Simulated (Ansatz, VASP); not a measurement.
One calculation of MgO2, two programs

```
CELL_PARAMETERS angstrom
1.60476 0.92651 3.49398
-1.60476 0.92651 3.49398
0.00000 -1.85302 3.49398
ATOMIC_POSITIONS crystal
Mg 0.00000 0.00000 0.00000
O 0.43356 0.43356 0.43356
O 0.56644 0.56644 0.56644
```

Change from the starting cell: mode 9 (885.4 1/cm) frozen in, largest displacement +0.050 Å.

Alike in both runs: task single point; functional PBEsol; k mesh 12 × 12 × 12; occupations gaussian, width 0.05 eV; no spin polarisation.

|  | VASP | Ansatz |
| --- | --- | --- |
| version | VASP 6.6.1 | Ansatz 0.2.0 |
| potentials or method | VASP PAW PBE potentials, release 64 (Mg, O), cutoff 520 eV | scalar-relativistic, plane waves, PAW |
| valence electrons in the cell | 14 | 22 |

VASP gave:

```
gap on the k mesh at the Fermi level (eV)                     : 2.89
least direct gap on the mesh (eV)                             : 2.89
pressure (GPa)                                                : -0.8
traceless stress, the component that is largest in VASP (GPa) : 13.29
rms of the force components (eV/Å)                            : 1.445
```

What did Ansatz give for the same quantities?

gap on the k mesh at the Fermi level (eV): 2.92; least direct gap on the mesh (eV): 2.92; pressure (GPa): -0.8; traceless stress, the component that is largest in VASP (GPa): 11.71; rms of the force components (eV/Å): 1.303.

VASP's potentials were made for PBE, not for PBEsol. Atom by atom the forces differ by 0.141 eV/Å (rms over components). The functional is the same, so the differences come from potentials, cutoffs and numerics. VASP's potentials hold 14 valence electrons a cell and Ansatz's 22, so a difference there can come from the potentials and not from the codes.
